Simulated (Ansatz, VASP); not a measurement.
ScH5: VASP beside Ansatz

File INCAR:

```
ALGO = Normal
EDIFF = 1E-7
ENCUT = 520
GGA = PE
ISIF = 2
ISMEAR = 0
ISPIN = 2
LASPH = True
LCHARG = False
LMAXMIX = 4
LORBIT = 11
LREAL = False
LWAVE = False
MAGMOM = 1 0 0 0 0 0
NBANDS = 21
NELM = 150
PREC = Accurate
SIGMA = 0.1
```

File KPOINTS:

```
k-points
0
Gamma
  6 6 4
```

POSCAR

```
ScH5
1.0
    3.4130894405      0.0000000000      0.0000000000
   -1.7065447203      2.9558221609      0.0000000000
    0.0000000000      0.0000000000      3.9968098469
Sc H
1 5
Direct
    0.0000000000      0.0000000000      0.5000000000
    0.3333333333      0.6666666667      0.6628536079
    0.6666666667      0.3333333333      0.6628536079
    0.6666666667      0.3333333333      0.3371463921
    0.3333333333      0.6666666667      0.3371463921
    0.0000000000      0.0000000000      0.0000000000
```

Input for Ansatz:

```yaml
crystal:
  lattice:
    - [3.4130894405, 0.0, 0.0]
    - [-1.7065447203, 2.9558221609, 0.0]
    - [0.0, 0.0, 3.9968098469]
  atoms:
    - { symbol: Sc, position: [0.0, 0.0, 0.5], spin: 1.0 }
    - { symbol: H, position: [0.3333333333, 0.6666666667, 0.6628536079] }
    - { symbol: H, position: [0.6666666667, 0.3333333333, 0.6628536079] }
    - { symbol: H, position: [0.6666666667, 0.3333333333, 0.3371463921] }
    - { symbol: H, position: [0.3333333333, 0.6666666667, 0.3371463921] }
    - { symbol: H, position: [0.0, 0.0, 0.0] }
basis:
  ecutwfc: 420
kpoints:
  mp_grid: { grid: [6, 6, 4] }
hamiltonian:
  xc: pbe
scf:
  occupations: { method: gaussian, width: 0.1 }
  lower_state_search: "off"
output:
  forces: true
  stress: true
  eigenvalues: true
  populations: true
magnetization:
  spin_polarized: true
```

Alike in both runs: task single point; functional PBE; k mesh 6 × 6 × 4; occupations gaussian, width 0.1 eV; collinear spin.

|  | VASP | Ansatz |
| --- | --- | --- |
| version | VASP 6.6.1 | Ansatz 0.2.0 |
| potentials or method | VASP PAW PBE potentials, release 64 (Sc_sv, H), cutoff 520 eV | scalar-relativistic, plane waves, PAW |
| valence electrons in the cell | 16 | 16 |

|  | VASP | Ansatz | Ansatz less VASP |
| --- | --- | --- | --- |
| gap on the k mesh at the Fermi level (eV) | none | none | - |
| pressure (GPa) | -0.1 | -0.1 | -0.08 |
| traceless stress, the component that is largest in VASP (GPa) | 0.26 | 0.32 | +0.064 |
| rms of the force components (eV/Å) | 0.014 | 0.008 | -0.0057 |
| net moment per atom (μB) | 0.00 | 0.00 | 0.000 |

Atom by atom the forces differ by 0.006 eV/Å (rms over components). A gap of «none» marks a metal or a gap that the smearing closes. Ansatz's warnings: seeded moment not kept.

The k mesh is coarse, so the values compare programs but aren't converged.
